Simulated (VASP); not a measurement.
A run of VASP 6.6.1 is set up as follows.

File INCAR:

```
SYSTEM = Os
  PREC = Accurate
  ENCUT = 560
  EDIFF = 1E-6
  ISMEAR = -1
  SIGMA = 0.05
  LREAL = .FALSE.
  LASPH = .TRUE.
  NELM = 200
  ALGO = Normal
  ISIF = 2
  LWAVE = .FALSE.
  LCHARG = .FALSE.
  MAGMOM = 0 0 0 0 0 0
  LORBIT = 11
  LSORBIT = .TRUE.
  GGA_COMPAT = .FALSE.
  LORBMOM = .TRUE.
  LMAXMIX = 4
  GGA = CA
  NBANDS = 44
```

KPOINTS

```
Automatic mesh
0
G
  11 11 6
  0 0 0
```

POSCAR

```
Os
1.0
    2.7341000000      0.0000000000      0.0000000000
   -1.3670500000      2.3678000565      0.0000000000
    0.0000000000      0.0000000000      4.3197000000
Os
2
Direct
    0.6666666667      0.3333333333      0.7500000000
    0.3333333333      0.6666666667      0.2500000000
```

Potentials or basis: VASP PAW LDA potentials, release 64 (Os_sv_GW).

Command:

```bash
$ cat potpaw_LDA.64/Os_sv_GW/POTCAR > POTCAR
$ mpirun -np 1 vasp_ncl > vasp.out
```

(1) What does it give for the net moment?

(2) What does it give for the pressure?

Answers

(1) 0.00 μB per cell.

(2) -7.0 GPa.

Caveat: the cell stands under tension.
